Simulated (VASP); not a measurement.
GaSb3, 4 atoms in the cell. Symmetry: I4mm, No. 107, tetragonal system. Conventional cell: a = 5.071 Å, b = 5.071 Å, c = 7.171 Å, α = 90.00°, β = 90.00°, γ = 90.00°. Within 4.0 Å of Ga (site symmetry 4mm) lie 14 Sb at 3.05 to 3.69 Å. Within 4.0 Å of Sb (site symmetry 2mm) lie 4 Ga at 3.05 to 3.16 Å and 10 Sb at 3.11 to 3.59 Å. Within 4.1 Å of Sb (site symmetry 4mm) lie 8 Sb at 3.11 Å and 6 Ga at 3.49 to 3.69 Å.  This cell differs from its parent crystal: atom 1 (Ga) moved -0.100 Å along Cartesian [1 0 0].

```yaml
Program: VASP 6.6.1
Task: single point
Functional: PBEsol
Dispersion: D3(BJ)
Potentials_or_basis: VASP PAW PBE potentials, release 64 (Ga_d, Sb)
Cutoff: 520 eV
k_mesh: 12 × 12 × 12
Occupations: gaussian, width 0.15 eV
Spin: no spin polarisation
Dipole_correction: no
Further_INCAR_settings: ALGO = Normal; EDIFF = 1e-06; NBANDS = 22
```

Potentials or basis: VASP PAW PBE potentials, release 64 (Ga_d, Sb).

The run is started by

```bash
$ cat potpaw_PBE.64/Ga_d/POTCAR potpaw_PBE.64/Sb/POTCAR > POTCAR
$ mpirun -np 1 vasp_std > vasp.out
```

Hardware: 1 thread of Intel Xeon 6975P-C, with other jobs on the host.

Question: Estimate the wall time of this run.

Answer: It took 4.2 min on 1 thread of Intel Xeon 6975P-C, with other jobs on the host, peak memory 0.47 GiB. Counts: scf iterations 11, k points 163.
